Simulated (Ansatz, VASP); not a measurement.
**One calculation of Sn2Ir, two programs**

```
Sn Ir
1.0
     0.00000    3.23115    3.23115
     3.23115    0.00000    3.23115
     3.23115    3.23115    0.00000
Sn Ir
2 1
Cartesian
  1.6156 1.6156 1.6156
  4.8467 4.8467 4.8467
  0.0000 0.0000 0.0000
```

Change from the starting cell: volume scaled by 1.06.

Alike in both runs: task single point; functional LDA; k mesh 10 × 10 × 10; occupations fermi-dirac, width 0.03 eV; no spin polarisation.

|  | VASP | Ansatz |
| --- | --- | --- |
| version | VASP 6.6.1 | Ansatz 0.2.0 |
| potentials or method | VASP PAW LDA potentials, release 64 (Sn_d, Ir), cutoff 520 eV | all-electron LAPW, scalar-relativistic |

```tsv
	VASP	Ansatz	Ansatz less VASP
pressure (GPa)	-8.1	-8.2	-0.15
```

LDA's correlation is that of Perdew and Zunger in VASP and of Perdew and Wang (1992) in Ansatz. Ansatz ran all-electron here, and VASP with PAW potentials.

Neither program's run includes spin-orbit coupling.
